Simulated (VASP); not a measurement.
# Sn24O49 (a cell with a defect) in VASP: single point with PBEsol

Aim: the single point of Sn24O49 (a cell with a defect) with PBEsol.

All numbers are computed with VASP 6.6.1; they aren't measurements. Logs are shortened: lines on timing, memory, paths and dates and some standing lists are left out, and cuts for length are marked.

### 1 The cell of the first run

The cell holds a defect, 73 atoms: a = 9.538 Å, b = 9.538 Å, c = 9.636 Å, α = 90.00°, β = 90.00°, γ = 90.00°.

### 2 Single point, PBEsol

Contents of INCAR:

```
SYSTEM = Sn24O49
  PREC = Accurate
  ENCUT = 520
  EDIFF = 1E-6
  ISMEAR = -1
  SIGMA = 0.05
  LREAL = Auto
  LASPH = .True.
  NELM = 60
  ALGO = Normal
  ISIF = 2
  LWAVE = .False.
  LCHARG = .False.
  GGA = PS
  ISYM = 0
  NBANDS = 357
  NCORE = 4
```

Contents of KPOINTS:

```
Automatic mesh
0
Gamma
  1 1 1
  0.25 0.25 0.25
```

Contents of POSCAR:

```
Sn24O49
1.0
    9.5380920000      0.0000000000      0.0000000000
    0.0000000000      9.5380920000      0.0000000000
    0.0000000000      0.0000000000      9.6363030000
Sn O
24 49
Direct
    0.9987550000      0.0015000000      0.0000290000
    0.0001610000      0.9973350000      0.3327610000
    0.0027720000      0.0000770000      0.6672750000
    0.9981070000      0.5009810000      0.0000010000
    0.9999520000      0.4999050000      0.3337800000
    0.0013960000      0.4982840000      0.6673790000
    0.4992010000      0.0021050000      0.0000500000
    0.5018820000      0.9987200000      0.3326360000
    0.5003430000      0.0002140000      0.6662820000
    0.5025380000      0.4977120000      0.0000950000
    0.4899560000      0.5062280000      0.3245750000
    0.4937660000      0.5104970000      0.6756650000
    0.2457920000      0.2483330000      0.1646130000
    0.2520040000      0.2514070000      0.4975740000
    0.2514490000      0.2519400000      0.8319470000
    0.2480510000      0.7525840000      0.1656020000
    0.2503540000      0.7497900000      0.5000290000
    0.2474830000      0.7521800000      0.8344400000
    0.7495410000      0.2497810000      0.1673390000
    0.7578140000      0.2422670000      0.4999500000
    0.7503710000      0.2506960000      0.8326840000
    0.7483160000      0.7487910000      0.1681240000
    0.7487340000      0.7481900000      0.5025310000
    0.7519550000      0.7545110000      0.8355130000
    0.1534830000      0.1521720000      0.9971230000
    0.1529560000      0.1507060000      0.3332590000
    0.1556540000      0.1540990000      0.6655840000
    0.1491860000      0.6561830000      0.0004550000
    0.1546530000      0.6521770000      0.3327220000
    0.1555170000      0.6516640000      0.6670740000
    0.6533350000      0.1540000000      0.9999500000
    0.6679750000      0.1364890000      0.3304440000
    0.6528550000      0.1551710000      0.6647180000
    0.6538550000      0.6534850000      0.0000610000
    0.6503280000      0.6512720000      0.3349200000
    0.6458410000      0.6669820000      0.6735910000
    0.3468160000      0.3463190000      0.0000290000
    0.3336180000      0.3541440000      0.3266460000
    0.3490420000      0.3498390000      0.6651180000
    0.3440570000      0.8509230000      0.9995910000
    0.3485100000      0.8446120000      0.3329930000
    0.3480880000      0.8454020000      0.6673290000
    0.8462420000      0.3468350000      0.0000780000
    0.8450420000      0.3472730000      0.3353060000
    0.8636660000      0.3320900000      0.6694340000
    0.8481150000      0.8467520000      0.0029880000
    0.8461370000      0.8445360000      0.3344900000
    0.8495360000      0.8472530000      0.6668000000
    0.0923500000      0.4018010000      0.1652840000
    0.0977230000      0.4036420000      0.4995510000
    0.1003230000      0.4062320000      0.8350750000
    0.0962710000      0.9037620000      0.1661350000
    0.0984470000      0.9017360000      0.5000450000
    0.0964260000      0.9040020000      0.8338950000
    0.5957270000      0.4032700000      0.1655920000
    0.5605370000      0.3517920000      0.4538140000
    0.5968810000      0.4045670000      0.8345330000
    0.5939470000      0.8998560000      0.1649350000
    0.5966380000      0.9025820000      0.5004910000
    0.5985230000      0.9080180000      0.8348110000
    0.4044100000      0.0989290000      0.1679220000
    0.4028120000      0.0959080000      0.4981030000
    0.4036520000      0.0985360000      0.8318950000
    0.4008560000      0.6006890000      0.1597340000
    0.4048280000      0.5952080000      0.5000130000
    0.3992730000      0.5992930000      0.8405490000
    0.9064140000      0.0991490000      0.1666080000
    0.9076720000      0.0924700000      0.4999920000
    0.9009940000      0.0937960000      0.8334710000
    0.9016180000      0.5964920000      0.1681440000
    0.9042950000      0.5974600000      0.5019490000
    0.9012300000      0.5957610000      0.8321340000
    0.6484310000      0.4407160000      0.5465110000
```

Potentials or basis: VASP PAW PBE potentials, release 64 (Sn_d, O).

On the command line:

```
$ cat potpaw_PBE.64/Sn_d/POTCAR potpaw_PBE.64/O/POTCAR > POTCAR
$ mpirun -np 4 vasp_std > vasp.out
```

OUTCAR:

```text
SYSTEM = Sn24O49
   PREC = Accurate
   ENCUT = 520
   EDIFF = 1E-6
   ISMEAR = -1
   LREAL = Auto
   LASPH = .True.
   NELM = 60
   ISIF = 2
   GGA = PS
   ISYM = 0

 ion  position               nearest neighbor table
   1  0.999  0.002  0.000-  67 2.05  69 2.05  46 2.06  25 2.06  54 2.07  52 2.07   2 3.21   3 3.21
                            24 3.69  13 3.69  18 3.72  16 3.72  19 3.72  21 3.72
   2  0.000  0.997  0.333-  68 2.05  52 2.05  26 2.06  47 2.07  67 2.08  53 2.08   1 3.21   3 3.22
                            20 3.66  16 3.69  13 3.72  17 3.72  22 3.73  19 3.75  23 3.75
   3  0.003  0.000  0.667-  68 2.05  54 2.05  48 2.06  27 2.07  69 2.08  53 2.08   1 3.21   2 3.22
                            20 3.66  18 3.69  24 3.72  17 3.72  15 3.73  21 3.75  14 3.75
   4  0.998  0.501  0.000-  49 2.06  43 2.06  28 2.07  72 2.07  51 2.07  70 2.07   6 3.21   5 3.22
                            24 3.72  21 3.73  22 3.73  13 3.73  18 3.73  19 3.74  16 3.74  15 3.76
   5  1.000  0.500  0.334-  50 2.07  70 2.07  29 2.07  49 2.07  44 2.07  71 2.08   6 3.21   4 3.22
                            14 3.73  13 3.73  20 3.73  22 3.73  17 3.74  19 3.74  23 3.74  16 3.75
   6  0.001  0.498  0.667-  45 2.06  51 2.07  50 2.07  71 2.07  72 2.07  30 2.07   4 3.21   5 3.21
                            15 3.70  21 3.72  14 3.73  20 3.74  18 3.74  17 3.74  23 3.74
   7  0.499  0.002  0.000-  60 2.06  31 2.06  40 2.07  61 2.07  58 2.07  63 2.07   8 3.21   9 3.22
                            13 3.72  19 3.73  15 3.73  24 3.73  16 3.73  21 3.74  18 3.74  22 3.76
   8  0.502  0.999  0.333-  32 2.06  58 2.07  59 2.07  62 2.07  61 2.07  41 2.07   7 3.21   9 3.22
                            22 3.70  19 3.72  23 3.73  20 3.74  16 3.74  17 3.74  14 3.74
   9  0.500  0.000  0.666-  59 2.06  63 2.07  60 2.07  42 2.07  33 2.07  62 2.08   8 3.22   7 3.22
                            23 3.73  24 3.73  20 3.73  15 3.73  17 3.74  21 3.74  14 3.74  18 3.75
  10  0.503  0.498  0.000-  57 2.04  55 2.04  64 2.07  66 2.07  34 2.07  37 2.07  12 3.13  11 3.13
                            19 3.71  21 3.71  22 3.72  15 3.72
  11  0.490  0.506  0.325-  64 2.01  56 2.04  65 2.06  35 2.06  38 2.08  55 2.08  73 2.69  10 3.13
                            12 3.38  16 3.63  17 3.67  22 3.70  14 3.72  13 3.72
  12  0.494  0.510  0.676-  66 2.01  73 2.04  65 2.06  39 2.06  57 2.08  36 2.08  56 2.70  10 3.13
                            11 3.38  18 3.63  17 3.67  15 3.70  23 3.72  24 3.72
  13  0.246  0.248  0.165-  38 2.04  25 2.05  49 2.07  26 2.07  37 2.08  61 2.08  15 3.21  14 3.21
                             1 3.69   2 3.72  11 3.72   7 3.72   4 3.73   5 3.73
  14  0.252  0.251  0.498-  62 2.07  50 2.07  38 2.07  26 2.08  27 2.08  39 2.08  13 3.21  15 3.22
                            11 3.72   5 3.73   6 3.73   9 3.74   8 3.74   3 3.75
  15  0.251  0.252  0.832-  51 2.06  63 2.06  37 2.06  27 2.07  25 2.08  39 2.08  13 3.21  14 3.22
                            12 3.70   6 3.70  10 3.72   7 3.73   3 3.73   9 3.73   4 3.76
  16  0.248  0.753  0.166-  52 2.04  64 2.06  28 2.07  40 2.07  41 2.07  29 2.07  18 3.19  17 3.22
                            11 3.63   2 3.69   1 3.72   7 3.73   8 3.74   4 3.74   5 3.75
  17  0.250  0.750  0.500-  53 2.05  41 2.07  30 2.07  29 2.07  42 2.07  65 2.08  18 3.22  16 3.22
                            12 3.67  11 3.67   2 3.72   3 3.72   5 3.74   9 3.74   6 3.74   8 3.74
  18  0.247  0.752  0.834-  54 2.04  66 2.06  40 2.07  28 2.07  30 2.07  42 2.07  16 3.19  17 3.22
                            12 3.63   3 3.69   1 3.72   4 3.73   6 3.74   7 3.74   9 3.75
  19  0.750  0.250  0.167-  32 2.06  31 2.07  55 2.07  67 2.07  43 2.07  44 2.08  20 3.21  21 3.22
[... 40 lines left out ...]
  54  0.096  0.904  0.834-  18 2.04   3 2.05   1 2.07
  55  0.596  0.403  0.166-  10 2.04  19 2.07  11 2.08
  56  0.561  0.352  0.454-  73 1.49  11 2.04  20 2.20  12 2.70
  57  0.597  0.405  0.835-  10 2.04  21 2.07  12 2.08
  58  0.594  0.900  0.165-  22 2.06   8 2.07   7 2.07
  59  0.597  0.903  0.500-   9 2.06  23 2.07   8 2.07
  60  0.599  0.908  0.835-   7 2.06  24 2.07   9 2.07
  61  0.404  0.099  0.168-   7 2.07   8 2.07  13 2.08
  62  0.403  0.096  0.498-  14 2.07   8 2.07   9 2.08
[... 8 lines left out ...]
  71  0.904  0.597  0.502-  23 2.07   6 2.07   5 2.08
  72  0.901  0.596  0.832-   4 2.07   6 2.07  24 2.08
  73  0.648  0.441  0.547-  56 1.49  12 2.04  20 2.21  11 2.69

IMPORTANT INFORMATION: All symmetrisations will be switched off!
NOSYMM: (Re-)initialisation of all symmetry stuff for point group C_1.

----------------------------------------------------------------------------------------

                                     Primitive cell

  volume of cell :     876.6646

  direct lattice vectors                    reciprocal lattice vectors
     9.538092000  0.000000000  0.000000000     0.104842771  0.000000000  0.000000000
     0.000000000  9.538092000  0.000000000     0.000000000  0.104842771  0.000000000
[... 194 lines left out ...]
   NGX,Y,Z   is equivalent  to a cutoff of  12.55, 12.55, 12.42 a.u.
   NGXF,Y,Z  is equivalent  to a cutoff of  25.10, 25.10, 24.84 a.u.
 SYSTEM =  Sn24O49
   PREC   = accura    normal or accurate (medium, high low for compatibility)
   ISTART =      0    job   : 0-new  1-cont  2-samecut
   ICHARG =      2    charge: 1-file 2-atom 10-const
   ISPIN  =      1    spin polarized calculation?
   LNONCOLLINEAR =      F non collinear calculations
   LSORBIT =      F    spin-orbit coupling
   LASPH  =      T    aspherical Exc in radial PAW
   ENCUT  =  520.0 eV  38.22 Ry    6.18 a.u.  17.73 17.73 17.92*2*pi/ulx,y,z
   NELM   =     60;   NELMIN=  2; NELMDL= -5     # of ELM steps
   EDIFF  = 0.1E-05   stopping-criterion for ELM
   LREAL  =      T    real-space projection
   EDIFFG = 0.1E-04   stopping-criterion for IOM
   NSW    =      0    number of steps for IOM
   IBRION =     -1    ionic relax: 0-MD 1-quasi-New 2-CG
   NFREE  =      0    steps in history (QN), initial steepest desc. (CG)
   ISIF   =      2    stress and relaxation
   ISYM   =      0    0-nonsym 1-usesym 2-fastsym
   POTIM  = 0.5000    time-step for ionic-motion
   TEBEG  =    0.0;   TEEND  =   0.0 temperature during run
   PSTRESS=    0.0 pullay stress
   NELECT =     630.0000    total number of electrons
   NUPDOWN=      -1.0000    fix difference up-down
   EMIN   =  10.00;   EMAX   =-10.00  energy-range for DOS
   EFERMI =   0.00;   METHOD = LEGACY
   ISMEAR =    -1;   SIGMA  =   0.05  broadening in eV -4-tet -1-fermi 0-gaus
   EFERMI_NEDOS =   21; number of points for ismear=-14 and -15
   IALGO  =     38    algorithm
   IMIX   =      4    mixing-type and parameters
     AMIX     =   0.40;   BMIX     =  1.00
     AMIX_MAG =   1.60;   BMIX_MAG =  1.00
  volume/ion in A,a.u.               =      12.01        81.04
  Fermi-wavevector in a.u.,A,eV,Ry     =   1.466371  2.771039 29.255844  2.150244
  Thomas-Fermi vector in A             =   2.582116
   LORBIT       =      0    0 simple, 1 ext, 2 COOP (PROOUT), +10 PAW based schemes
   GGA     = PS    functional components
   LHFCALC =     F    Hartree Fock is set to
   AEXX    =    0.0000 exact exchange contribution
   IVDW    =     0    specifies the selected vdW correction
   LEPSILON=     F    determine dielectric tensor
   LRPA    =     F    only Hartree local field effects (RPA)
 non-spin polarized calculation
  energy-cutoff  :      520.00
  volume of cell :      876.66
 maximum number of plane-waves:     23594
 NGX is ok and might be reduce to    70
   NGX = 35   NGY = 35   NGZ = 35

 number of electron     630.0000024 magnetization

 Free energy of the ion-electron system (eV)
  ---------------------------------------------------
  ext. energy  EPLUGINS =         0.00000000
  ---------------------------------------------------
  free energy    TOTEN  =      -478.95794645 eV

  energy without entropy =     -478.95794645  energy(sigma->0) =     -478.95794645

 E-fermi :   6.8776     XC(G=0): -11.4822

 val. band max:        5.8305298212   @ k =   0.2500   0.2500   0.2500
 cond. band min:       7.9069126159   @ k =   0.2500   0.2500   0.2500
 fundamental gap:      2.0763827947
 Fermi energy:         6.8775649620

 k-point     1 :       0.2500    0.2500    0.2500
  band No.  band energies     occupation
      1     -16.1128      2.00000
      2     -15.0965      2.00000
      3     -15.0508      2.00000
      4     -15.0203      2.00000
      5     -14.9911      2.00000
      6     -14.9853      2.00000
[... 1309 lines left out ...]
    326      10.7133      0.00000
    327      10.8165      0.00000
 [bands above 327 left out]

------------------------ aborting loop because EDIFF is reached ----------------------------------------

  FORCE on cell =-STRESS in cart. coord.  units (eV):
  Direction    XX          YY          ZZ          XY          YZ          ZX
  --------------------------------------------------------------------------------------
  -------------------------------------------------------------------------------------
  Total        9.0681895      9.1149359     15.8939981     -4.5089770      2.4545280      2.4189969
  in kB       16.5728693     16.6583024     29.0476015     -8.2405299      4.4858537      4.4209177
  external PRESSURE =      20.7595911 kB  Pullay stress =       0.0000000 kB

 VOLUME and BASIS-vectors are now :
 -----------------------------------------------------------------------------
  energy-cutoff  :      520.00
  volume of cell :      876.66
      direct lattice vectors                 reciprocal lattice vectors
     9.538092000  0.000000000  0.000000000     0.104842771  0.000000000  0.000000000
     0.000000000  9.538092000  0.000000000     0.000000000  0.104842771  0.000000000
     0.000000000  0.000000000  9.636303000     0.000000000  0.000000000  0.103774238

 POSITION                                       TOTAL-FORCE (eV/Angst)
 -----------------------------------------------------------------------------------
      9.52622      0.01431      0.00028        -0.000414      0.004121      0.001155
      0.00154      9.51267      3.20659        -0.004362      0.004623      0.000798
      0.02644      0.00073      6.43006         0.004432      0.010579     -0.000554
      9.52004      4.77840      0.00001        -0.008342     -0.000740      0.000863
      9.53763      4.76814      3.21641        -0.002159     -0.008066     -0.002667
      0.01332      4.75268      6.43107         0.006187     -0.006214      0.000216
[... 65 lines left out ...]
      8.59601      5.68242      8.01870        -0.019137      0.014477     -0.001781
      6.18479      4.20359      5.26635         0.145380      0.135769      0.115087
 -----------------------------------------------------------------------------------
    total drift:                                0.003880     -0.001641      0.005457

  FREE ENERGIE OF THE ION-ELECTRON SYSTEM (eV)
  ---------------------------------------------------
  free  energy   TOTEN  =      -478.9579464530 eV

  energy  without entropy=     -478.9579464488  energy(sigma->0) =     -478.95794645
```

Wall time 13 min (4 MPI ranks of AMD EPYC 7R43 (Zen 3), shared host); peak memory 0.37 GiB.

Results:

* Free energy: -478.9579 eV
* Pressure: 2.1 GPa
* Largest force: 0.234 eV/Å
* Band gap on the k mesh: 2.08 eV

Forces in eV/Å, atoms in the order of the input:
```
Sn   0.000  0.004  0.001
Sn  -0.004  0.005  0.001
Sn   0.004  0.011 -0.001
Sn  -0.008 -0.001  0.001
Sn  -0.002 -0.008 -0.003
Sn   0.006 -0.006  0.000
Sn  -0.001  0.011  0.000
Sn   0.008 -0.003  0.001
Sn  -0.004 -0.002  0.003
Sn   0.006 -0.011 -0.002
Sn  -0.002  0.004 -0.019
Sn   0.004 -0.004  0.012
Sn  -0.026 -0.019 -0.009
Sn   0.000 -0.015 -0.002
Sn  -0.004 -0.004  0.004
Sn  -0.011  0.013 -0.009
Sn  -0.018  0.020 -0.003
Sn  -0.006  0.014  0.016
Sn   0.010 -0.004 -0.007
Sn   0.013 -0.010  0.008
Sn  -0.005 -0.015  0.000
Sn   0.003  0.006 -0.002
Sn   0.014  0.001  0.007
Sn   0.014  0.024  0.002
O    0.003 -0.005 -0.007
O    0.000  0.001  0.002
O   -0.002  0.001 -0.001
O   -0.009 -0.010  0.002
O   -0.005 -0.010  0.005
O   -0.007 -0.012 -0.003
O   -0.011 -0.007 -0.001
O   -0.010 -0.009  0.006
O   -0.010 -0.003  0.003
O   -0.016 -0.016 -0.004
O   -0.014 -0.015  0.007
O   -0.023 -0.017 -0.002
O    0.014  0.017  0.004
O    0.018  0.023  0.001
O    0.012  0.013 -0.004
O    0.009  0.009  0.000
O    0.013  0.008  0.004
O    0.012  0.007 -0.006
O    0.009  0.011  0.001
O    0.012  0.019 -0.001
O    0.009  0.011 -0.003
O    0.004 -0.004  0.005
O   -0.006 -0.003  0.002
O   -0.003 -0.002 -0.002
O    0.014 -0.014  0.002
O    0.012 -0.014  0.002
O    0.014 -0.012  0.002
O    0.017 -0.018 -0.002
O    0.017 -0.015  0.000
O    0.017 -0.017  0.001
O    0.018 -0.017  0.014
O   -0.142 -0.145 -0.115
O    0.020 -0.019 -0.015
O    0.014 -0.017 -0.001
O    0.015 -0.018 -0.004
O    0.015 -0.018 -0.002
O   -0.015  0.018  0.000
O   -0.015  0.009  0.002
O   -0.016  0.013  0.004
O   -0.016  0.028 -0.013
O   -0.004  0.004 -0.002
O   -0.025  0.018  0.010
O   -0.019  0.018  0.003
O   -0.001  0.000 -0.001
O   -0.016  0.019 -0.004
O   -0.015  0.014 -0.004
O   -0.009  0.012  0.001
O   -0.019  0.014 -0.002
O    0.145  0.136  0.115
```

Caveat: the PAW data sets were made with another functional, which shifts forces and pressure a little; spin-orbit coupling is left out, which moves the levels of the heavy elements.
